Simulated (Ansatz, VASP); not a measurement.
SiC3: VASP beside Ansatz

Contents of INCAR:

```
PREC = Accurate ; ENCUT = 520
EDIFF = 1E-7 ; ISMEAR = -1
SIGMA = 0.02 ; LREAL = False
LASPH = True ; NELM = 80
ALGO = Normal ; ISIF = 2
LWAVE = False ; LCHARG = False
GGA = PE ; NBANDS = 16
```

KPOINTS

```
Automatic mesh
0
Gamma
  10 10 6
```

File POSCAR:

```
SiC3
1.0
    2.6867817805      0.0000000000      0.0000000000
    0.0000000000      2.7964006874      0.0000000000
    0.0000000000      0.0000000000      4.0900436006
C Si
3 1
Direct
    0.5000000000      0.0000000000      0.7890873321
    0.5000000000      0.5000000000      0.0004461992
    0.0000000000      0.5000000000      0.2125516882
    0.0000000000      0.0000000000      0.4979147806
```

Input for Ansatz:

```yaml
crystal:
  lattice:
    - [2.6867817805, 0.0, 0.0]
    - [0.0, 2.7964006874, 0.0]
    - [0.0, 0.0, 4.0900436006]
  atoms:
    - { symbol: C, position: [0.5, 0.0, 0.7890873321] }
    - { symbol: C, position: [0.5, 0.5, 0.0004461992] }
    - { symbol: C, position: [0.0, 0.5, 0.2125516882] }
    - { symbol: Si, position: [0.0, 0.0, 0.4979147806] }
kpoints:
  mp_grid: { grid: [10, 10, 6] }
  band_path:
    path:
      - [0.0, 0.0, 0.0]
      - [0.0, 0.5, 0.0]
      - [0.5, 0.5, 0.0]
      - [0.0, 0.0, 0.5]
      - [0.0, 0.5, 0.5]
      - [0.5, 0.5, 0.5]
      - [0.4, 0.4, 0.0]
    npoints: 1
hamiltonian:
  xc: pbe
scf:
  occupations: { method: fermi_dirac, width: 0.02 }
  n_extra_bands: 5
output:
  forces: true
  stress: true
  eigenvalues: true
```

Change from the starting cell: uniaxial_x strain -3.9%.

Alike in both runs: task single point; functional PBE; k mesh 10 × 10 × 6; occupations fermi-dirac, width 0.02 eV; no spin polarisation.

|  | VASP | Ansatz |
| --- | --- | --- |
| version | VASP 6.6.1 | Ansatz 0.2.0 |
| potentials or method | VASP PAW PBE potentials, release 64 (C, Si) | plane waves, PAW |
| plane-wave cutoff (eV) | 520 | 420 |
| valence electrons in the cell | 16 | 16 |

```tsv
	VASP	Ansatz	Ansatz less VASP
gap on the k mesh at the Fermi level (eV)	0.85	0.85	+0.008
pressure (GPa)	15.4	15.3	-0.04
traceless stress, the component that is largest in VASP (GPa)	16.61	16.51	-0.098
rms of the force components (eV/Å)	0.136	0.144	+0.0081
```

Atom by atom the forces differ by 0.009 eV/Å (rms over components). The functional is the same, so the differences come from potentials, cutoffs and numerics.
